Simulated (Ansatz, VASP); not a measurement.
**GeS: VASP beside Ansatz**

Contents of INCAR:

```
PREC = Accurate
ENCUT = 500
EDIFF = 1E-6
ISMEAR = 0
SIGMA = 0.05
LREAL = F
LASPH = T
NELM = 120
ALGO = Normal
ISIF = 2
LWAVE = F
LCHARG = F
GGA = PE
NBANDS = 50
GGA_COMPAT = F
```

KPOINTS

```
regular mesh
0
Gamma
  4 8 6
```

Contents of POSCAR:

```
GeS
1.0
    9.7024603807      0.0000000000      0.0000000000
    0.0000000000      3.6678294942      0.0000000000
    0.0000000000      0.0000000000      4.4504162674
Ge S
4 4
Direct
    0.1259048197      0.2500000000      0.1349203576
    0.8740951803      0.7500000000      0.8650796424
    0.3740951803      0.7500000000      0.6349203576
    0.6259048197      0.2500000000      0.3650796424
    0.8471176922      0.2500000000      0.5025596800
    0.1528823078      0.7500000000      0.4974403200
    0.6528823078      0.7500000000      0.0025596800
    0.3471176922      0.2500000000      0.9974403200
```

Input for Ansatz:

```yaml
crystal:
  lattice:
    - [9.7024603807, 0.0, 0.0]
    - [0.0, 3.6678294942, 0.0]
    - [0.0, 0.0, 4.4504162674]
  atoms:
    - { symbol: Ge, position: [0.1259048197, 0.25, 0.1349203576] }
    - { symbol: Ge, position: [0.8740951803, 0.75, 0.8650796424] }
    - { symbol: Ge, position: [0.3740951803, 0.75, 0.6349203576] }
    - { symbol: Ge, position: [0.6259048197, 0.25, 0.3650796424] }
    - { symbol: S, position: [0.8471176922, 0.25, 0.50255968] }
    - { symbol: S, position: [0.1528823078, 0.75, 0.49744032] }
    - { symbol: S, position: [0.6528823078, 0.75, 0.00255968] }
    - { symbol: S, position: [0.3471176922, 0.25, 0.99744032] }
basis:
  ecutwfc: 420
kpoints:
  mp_grid: { grid: [4, 8, 6] }
hamiltonian:
  xc: pbe
scf:
  occupations: { method: gaussian, width: 0.05 }
output:
  forces: true
  stress: true
  eigenvalues: true
```

Change from the starting cell: strain -0.1000 x Voigt [1, 0, 0, 0, 0, 0], atoms carried along.

Alike in both runs: task single point; functional PBE; k mesh 4 × 8 × 6; occupations gaussian, width 0.05 eV; no spin polarisation.

|  | VASP | Ansatz |
| --- | --- | --- |
| version | VASP 6.6.1 | Ansatz 0.2.0 |
| potentials or method | VASP PAW PBE potentials, release 64 (Ge_d, S), cutoff 500 eV | scalar-relativistic, plane waves, PAW |
| valence electrons in the cell | 80 | 80 |

VASP gave:

- gap on the k mesh at the Fermi level (eV): 1.15
- least direct gap on the mesh (eV): 1.50
- pressure (GPa): 8.6
- traceless stress, the component that is largest in VASP (GPa): 9.67
- rms of the force components (eV/Å): 0.885

Problem. What did Ansatz give for the same quantities?

Solution. gap on the k mesh at the Fermi level (eV): 1.15; least direct gap on the mesh (eV): 1.51; pressure (GPa): 8.7; traceless stress, the component that is largest in VASP (GPa): 9.78; rms of the force components (eV/Å): 0.897.

Atom by atom the forces differ by 0.013 eV/Å (rms over components).
